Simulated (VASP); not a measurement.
Se, 1 atom in the cell. The typed cell holds 1 atom: a = 2.790 Å, b = 2.800 Å, c = 2.843 Å, α = 89.79°, β = 90.13°, γ = 88.15°.  This cell differs from its parent crystal: the cell strained at random.

| Quantity | Value |
| --- | --- |
| Program | VASP 6.6.1 |
| Task | single point |
| Functional | PBE |
| Potentials or basis | VASP PAW PBE potentials, release 64 (Se) |
| Cutoff | 520 eV |
| k mesh | 9 × 9 × 9 |
| Occupations | gaussian, width 0.02 eV |
| Spin | no spin polarisation |
| Dipole correction | no |
| Further INCAR settings | ALGO = Normal; EDIFF = 1e-06; NBANDS = 9 |

Potentials or basis: VASP PAW PBE potentials, release 64 (Se).

Command:

```sh
$ cat potpaw_PBE.64/Se/POTCAR > POTCAR
$ mpirun -np 1 vasp_std > vasp.out
```

Hardware: 1 thread of Intel Xeon 8259CL, with other jobs on the host.

Task: How long does it take, and how much memory?

Result: Run time: 55 s on 1 thread of Intel Xeon 8259CL, on a shared host, peak memory 0.19 GiB. Counts: scf iterations 10, k points 365.
